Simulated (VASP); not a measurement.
Ba:

```
CELL_PARAMETERS angstrom
4.07163 0.00000 0.00000
0.00000 4.07163 0.00000
0.00000 0.00000 4.07163
ATOMIC_POSITIONS crystal
Ba 0.00000 0.00000 0.00000
```

Base run:

* Program: VASP 6.6.1
* Functional: BLYP
* Potentials or basis: VASP PAW PBE potentials, release 64 (Ba_sv)
* Cutoff: 500 eV
* k mesh: 9 × 9 × 9
* Occupations: fermi-dirac, width 0.1 eV
* Spin: no spin polarisation

Its results: band gap on the k mesh 0.07 eV, indirect (least direct gap 0.11 eV); pressure 0.1 GPa.

Question: The run is repeated on the same cell with these changes: k mesh from 9 × 9 × 9 to 8 × 8 × 8. What comes out?

Answer: Band gap on the k mesh zero (band 5 reaches 1.81 eV, above the bottom of band 6 at 1.80 eV); pressure 0.1 GPa.

Caveats: the PAW data sets were made with another functional, which shifts forces and pressure a little; spin-orbit coupling is left out, which moves the levels of the heavy elements.

A k mesh can miss the band edges.
